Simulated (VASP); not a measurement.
**SnO2: single point with PBE+D3(BJ)**

Crystal: SnO2.

```
CELL_PARAMETERS angstrom
-6.51796 0.00000 0.00000
-3.25898 5.64472 0.00000
-3.25898 1.88157 -8.64291
ATOMIC_POSITIONS crystal
Sn 0.90849 0.94610 0.20879
Sn 0.44926 0.44104 0.69864
Sn 0.94906 0.42833 0.71551
Sn 0.41732 0.93114 0.18065
Sn 0.95170 0.93152 0.68527
Sn 0.41697 0.41692 0.22180
Sn 0.42848 0.94247 0.70920
Sn 0.93090 0.44869 0.20691
O 0.08631 0.57137 0.80408
O 0.54389 0.04273 0.32678
O 0.57874 0.57651 0.81084
O 0.06535 0.04935 0.29906
O 0.56618 0.08576 0.80929
O 0.04758 0.54726 0.32330
O 0.78891 0.83121 0.58431
O 0.29644 0.28948 0.09939
O 0.54211 0.57804 0.31508
O 0.05546 0.07055 0.82980
O 0.78983 0.31907 0.09994
O 0.30701 0.82166 0.57481
O 0.78044 0.83748 0.06497
O 0.30485 0.30640 0.59585
O 0.31158 0.76787 0.07755
O 0.84490 0.32121 0.58321
```

This cell differs from its parent crystal: dynamics (nvt langevin) at 900 K, volume x 1.02, from the last frame before.

```yaml
Program: VASP 6.6.1
Task: single point
Functional: PBE
Dispersion: D3(BJ)
Potentials_or_basis: VASP PAW PBE potentials, release 64 (Sn_d, O)
Cutoff: 520 eV
k_mesh: 3 × 3 × 2, shifted
Occupations: fermi-dirac, width 0.0776 eV
Spin: no spin polarisation
```

```json
{
  "Pressure": "-0.1 GPa",
  "Largest force": "3.891 eV/Å",
  "Band gap on the k mesh": "1.63 eV, indirect (least direct gap 1.77 eV)",
  "Dispersion energy per atom": "-0.197 eV"
}
```

Forces in eV/Å, atoms in the order of the input:
```
Sn   1.131 -1.142  1.310
Sn  -1.007  0.009  1.070
Sn   0.859  0.759  0.372
Sn  -1.174 -1.221 -0.135
Sn   0.339  2.249 -0.383
Sn  -1.187  0.038  0.504
Sn  -0.207 -0.033  0.140
Sn   3.531 -0.909  1.357
O    0.366  0.463 -1.016
O   -0.522  0.352  0.751
O    0.878 -0.290 -0.352
O   -0.351  0.789 -1.513
O   -0.367 -0.681 -0.268
O   -1.215  1.701 -0.521
O   -0.766 -0.681 -0.156
O   -0.237  1.447  1.044
O   -0.500 -0.440 -0.400
O   -0.242 -0.982  0.515
O    0.331 -0.379  0.159
O   -0.777 -0.433 -0.870
O   -1.001 -0.961 -1.667
O   -0.464  0.114  0.920
O    0.632  0.963 -0.753
O    1.949 -0.730 -0.109
```

Stress tensor (GPa, compression positive):
```
 0.07  0.08  0.36
 0.08 -0.28 -0.58
 0.36 -0.58 -0.21
```

Levels at points of the mesh, in eV from the valence-band top:
```csv
k point,band 102,band 103,band 104,band 105,band 106,band 107
"(0.00, 0.00, 0.25)",-0.33,-0.25,-0.14,1.63,2.86,4.12
```

Wall time 5.2 min on 1 thread of Intel(R) Xeon(R) 6975P-C (Granite Rapids), with other jobs on the host, peak memory 0.5 GiB.

Caveat: spin-orbit coupling is left out, which moves the levels of the heavy elements; forces of over 1 eV/Å act on the atoms, so gaps and moduli don't describe the material at rest. A k mesh can miss the band edges.
